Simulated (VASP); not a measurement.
A run of VASP 6.6.1 is set up as follows.

Contents of INCAR:

```
SYSTEM = SrO
PREC = Accurate
ENCUT = 520
EDIFF = 1E-7
ISMEAR = 0
SIGMA = 0.05
LREAL = .FALSE.
LASPH = .TRUE.
NELM = 60
ALGO = Normal
ISIF = 2
LWAVE = .FALSE.
LCHARG = .TRUE.
LELF = .TRUE.
LVHAR = .TRUE.
NBANDS = 15
```

File KPOINTS:

```
regular mesh
0
G
  8 8 8
  0 0 0
```

Contents of POSCAR:

```
SrO
1.0
    0.0000000000      2.5698000000      2.5698000000
    2.5698000000      0.0000000000      2.5698000000
    2.5698000000      2.5698000000      0.0000000000
Sr O
1 1
Direct
   -0.0170246712     -0.0170246712      0.0170246712
    0.5000000000      0.5000000000      0.5000000000
```

Potentials or basis: VASP PAW LDA potentials, release 64 (Sr_sv, O).

Launch:

```bash
$ cat potpaw_LDA.64/Sr_sv/POTCAR potpaw_LDA.64/O/POTCAR > POTCAR
$ mpirun -np 1 vasp_std > vasp.out
```

Problem. What does it give for the pressure?

Solution. -3.3 GPa.

Problem. Estimate the largest force.

Solution. 0.181 eV/Å.

Problem. What does it give for the band gap on the k mesh?

Solution. 3.12 eV, indirect (least direct gap 3.19 eV).

Stress tensor (GPa, compression positive):
```
-3.58  0.00  0.00
 0.00 -3.58  0.00
 0.00  0.00 -2.70
```

Caveat: the cell differs from its parent crystal (all Sr atoms moved +0.087 Å, as atom 1 towards its neighbour atom 2 (O) at 2.570 Å). A k mesh can miss the band edges.
